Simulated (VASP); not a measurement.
# Mo (Fd-3m) in VASP: further runs, part 2 of 2

VASP 6.6.1. Earlier steps stand in the parts before.

## (5) Single point, PBE

This run uses another cell than the first one, of 23.03 Å³/atom, 0.926 times its volume.

INCAR reads:

```
PREC = Accurate
ENCUT = 520
EDIFF = 1E-6
ISMEAR = -1
SIGMA = 0.1
LREAL = False
LASPH = True
NELM = 100
ALGO = Normal
ISIF = 2
LWAVE = False
LCHARG = True
GGA = PE
LELF = True
LVHAR = True
NBANDS = 21
```

KPOINTS reads:

```
regular mesh
0
Gamma
  16 16 16
```

POSCAR reads:

```
Mo
1.0
    0.0000000000      2.8451482237      2.8451482237
    2.8451482237      0.0000000000      2.8451482237
    2.8451482237      2.8451482237      0.0000000000
Mo
2
Direct
    0.1250000000      0.1250000000      0.1250000000
    0.8750000000      0.8750000000      0.8750000000
```

Potentials or basis: VASP PAW PBE potentials, release 64 (Mo_sv).

Run with:

```sh
cat potpaw_PBE.64/Mo_sv/POTCAR > POTCAR
mpirun -np 1 vasp_std > vasp.out
```

OUTCAR:

```text
PREC = Accurate
   ENCUT = 520
   EDIFF = 1E-6
   ISMEAR = -1
   LREAL = False
   LASPH = True
   NELM = 100
   ISIF = 2
   GGA = PE

 ion  position               nearest neighbor table
   1  0.125  0.125  0.125-   2 2.46   2 2.46   2 2.46   2 2.46
   2  0.875  0.875  0.875-   1 2.46   1 2.46   1 2.46   1 2.46

  LATTYP: Found a face centered cubic cell.
 ALAT       =     5.6902964474

  Lattice vectors:

 A1 = (   0.0000000000,   2.8451482237,   2.8451482237)
 A2 = (   2.8451482237,   0.0000000000,   2.8451482237)
 A3 = (   2.8451482237,   2.8451482237,   0.0000000000)

Analysis of symmetry for initial positions (statically):
=====================================================================
 Subroutine PRICEL returns:
 Original cell was already a primitive cell.

 Routine SETGRP: Setting up the symmetry group for a
 face centered cubic supercell.

 Subroutine GETGRP returns: Found 48 space group operations
 (whereof 12 operations were pure point group operations)
 out of a pool of 48 trial point group operations.

The static configuration has the point symmetry D_3d.
 The point group associated with its full space group is O_h .

Analysis of symmetry for dynamics (positions and initial velocities):
=====================================================================
 Subroutine PRICEL returns:
 Original cell was already a primitive cell.

 Routine SETGRP: Setting up the symmetry group for a
 face centered cubic supercell.

 Subroutine GETGRP returns: Found 48 space group operations
 (whereof 12 operations were pure point group operations)
 out of a pool of 48 trial point group operations.

The dynamic configuration has the point symmetry D_3d.
 The point group associated with its full space group is O_h .

 Subroutine INISYM returns: Found 48 space group operations
[... 104 lines left out ...]
   ISYM   =      2    0-nonsym 1-usesym 2-fastsym
   POTIM  = 0.5000    time-step for ionic-motion
   TEBEG  =    0.0;   TEEND  =   0.0 temperature during run
   PSTRESS=    0.0 pullay stress
   NELECT =      28.0000    total number of electrons
   NUPDOWN=      -1.0000    fix difference up-down
   EMIN   =  10.00;   EMAX   =-10.00  energy-range for DOS
   EFERMI =   0.00;   METHOD = LEGACY
   ISMEAR =    -1;   SIGMA  =   0.10  broadening in eV -4-tet -1-fermi 0-gaus
   EFERMI_NEDOS =   21; number of points for ismear=-14 and -15
   IALGO  =     38    algorithm
   IMIX   =      4    mixing-type and parameters
     AMIX     =   0.40;   BMIX     =  1.00
     AMIX_MAG =   1.60;   BMIX_MAG =  1.00
  volume/ion in A,a.u.               =      23.03       155.42
  Fermi-wavevector in a.u.,A,eV,Ry     =   1.386796  2.620665 26.166771  1.923203
  Thomas-Fermi vector in A             =   2.511078
   LORBIT       =      0    0 simple, 1 ext, 2 COOP (PROOUT), +10 PAW based schemes
   GGA     = PE    functional components
[... 5 lines left out ...]
 non-spin polarized calculation
  energy-cutoff  :      520.00
  volume of cell :       46.06
 maximum number of plane-waves:      1266
 NGX is ok and might be reduce to    30
   NGX = 15   NGY = 15   NGZ = 15

 number of electron      28.0000006 magnetization

 Free energy of the ion-electron system (eV)
  ---------------------------------------------------
  ext. energy  EPLUGINS =         0.00000000
  ---------------------------------------------------
  free energy    TOTEN  =       -17.46035248 eV

  energy without entropy =      -17.36987623  energy(sigma->0) =      -17.41511436

 E-fermi :   6.8554     XC(G=0): -10.8463

 val. band max:        6.8537873893   @ k =  -0.2500   0.4375   0.1875
 cond. band min:       6.8588639740   @ k =  -0.3750   0.4375   0.1250
 fundamental gap:      0.0050765847
 Fermi energy:         6.8553525215

 k-point     1 :       0.0000    0.0000    0.0000
  band No.  band energies     occupation
      1     -53.5841      2.00000
      2     -52.9074      2.00000
      3     -27.9821      2.00000
      4     -27.9821      2.00000
      5     -27.9821      2.00000
      6     -26.8811      2.00000
[... 565 lines left out ...]
     20      17.4459      0.00000
     21      18.8558      0.00000

 [... further k-points ...]

------------------------ aborting loop because EDIFF is reached ----------------------------------------

  FORCE on cell =-STRESS in cart. coord.  units (eV):
  Direction    XX          YY          ZZ          XY          YZ          ZX
  --------------------------------------------------------------------------------------
  -------------------------------------------------------------------------------------
  Total        0.1119370      0.1119370      0.1119370      0.0000000      0.0000000      0.0000000
  in kB        3.8934935      3.8934935      3.8934935      0.0000000      0.0000000      0.0000000
  external PRESSURE =       3.8934935 kB  Pullay stress =       0.0000000 kB

 VOLUME and BASIS-vectors are now :
 -----------------------------------------------------------------------------
  energy-cutoff  :      520.00
  volume of cell :       46.06
      direct lattice vectors                 reciprocal lattice vectors
     0.000000000  2.845148224  2.845148224    -0.175737769  0.175737769  0.175737769
     2.845148224  0.000000000  2.845148224     0.175737769 -0.175737769  0.175737769
     2.845148224  2.845148224  0.000000000     0.175737769  0.175737769 -0.175737769

 POSITION                                       TOTAL-FORCE (eV/Angst)
 -----------------------------------------------------------------------------------
      0.71129      0.71129      0.71129        -0.000000      0.000000     -0.000000
      4.97901      4.97901      4.97901         0.000000     -0.000000      0.000000
 -----------------------------------------------------------------------------------
    total drift:                               -0.000000      0.000000      0.000000

  FREE ENERGIE OF THE ION-ELECTRON SYSTEM (eV)
  ---------------------------------------------------
  free  energy   TOTEN  =       -17.4603524841 eV

  energy  without entropy=      -17.3698762274  energy(sigma->0) =      -17.41511436
```

Run time: 65 s. Hardware: 1 thread of Intel Xeon Platinum 8488C (Sapphire Rapids), shared host; peak memory 0.25 GiB.

What came out:

```
Free energy            : -17.4604 eV
Pressure               : 0.4 GPa
Band gap on the k mesh : zero (band 14 reaches 7.13 eV, above the bottom of band 15 at 6.59 eV)
```

## (6) The runs side by side

| task | cell | k mesh | cutoff (eV) | gap on the mesh (eV) | pressure (GPa) |
| --- | --- | --- | --- | --- | --- |
| single point | a = 4.128 Å, angles 60.0°, 2 atoms | 11 × 11 × 11 | 520 | none | -6.7 |
| single point | a = 4.179 Å, angles 60.0°, 2 atoms | 11 × 11 × 11 | 520 | none | -9.4 |
| relaxation of cell and atoms | relaxed from a = 3.904 Å, angles 60.0°, 2 atoms | 10 × 10 × 10 | 600 | none | 0.0 |
| single point | a = 4.024 Å, angles 60.0°, 2 atoms | 16 × 16 × 16 | 520 | none | 0.4 |

Alike in all rows: level PBE; potentials or basis VASP PAW PBE potentials, release 64 (Mo_sv); no spin polarisation; smearing fermi-dirac 0.1 eV.

Total energies depend on the potentials used, so only differences within one code and one set of settings carry meaning.
